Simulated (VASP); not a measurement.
Here is a VASP 6.6.1 calculation.

File INCAR:

```
SYSTEM = La3LuO2
PREC     = Accurate       ! precision mode
ENCUT    = 600            ! plane-wave cutoff, eV
EDIFF    = 1E-6           ! SCF threshold, eV
ISMEAR   = 0              ! smearing method
SIGMA    = 0.1            ! smearing width, eV
LREAL    = .False.        ! projectors in reciprocal space
LASPH    = .True.         ! aspherical terms in the spheres
NELM     = 60             ! most SCF steps
ALGO     = Normal         ! electronic algorithm
ISIF     = 3              ! what is computed and relaxed
LWAVE    = .False.        ! write WAVECAR
LCHARG   = .False.        ! write CHGCAR
GGA      = PE             ! functional
IBRION   = 2              ! ionic algorithm
NSW      = 90             ! ionic steps
EDIFFG   = -0.04          ! ionic threshold
```

The input KPOINTS:

```
regular mesh
0
Gamma
  4 4 2
  0 0 0
```

POSCAR

```
La3LuO2
1.0
    3.7712559200      0.0000000000      0.0000000000
    0.0000000000      3.7712559200      0.0000000000
    0.0000000000      0.0000000000      8.2078286800
La Lu O
3 1 2
Direct
    0.5000000000      0.0000000000      0.9983087800
    0.0000000000      0.5000000000      0.9983087800
    0.0000000000      0.0000000000      0.3792572600
    0.5000000000      0.5000000000      0.6236239100
    0.5000000000      0.5000000000      0.2665635600
    0.0000000000      0.0000000000      0.7339377400
```

Potentials or basis: VASP PAW PBE potentials, release 64 (La, Lu, O).

Run with:

```sh
$ cat potpaw_PBE.64/La/POTCAR potpaw_PBE.64/Lu/POTCAR potpaw_PBE.64/O/POTCAR > POTCAR
$ mpirun -np 1 vasp_std > vasp.out
```

(1) Estimate the space group after relaxing (to 0.1 Å).

(2) Predict the relaxed cell.

Answers

(1) P4/mmm (No. 123).

(2) a = 5.181 Å, b = 5.181 Å, c = 4.837 Å, α = 90.00°, β = 90.00°, γ = 90.00°.

Caveat: the k points lie up to 0.65 Å⁻¹ apart in the final cell, too coarse for converged energies and pressures of a metal; a cell axis changed by over 15 % at a fixed basis, so the end point is rough.
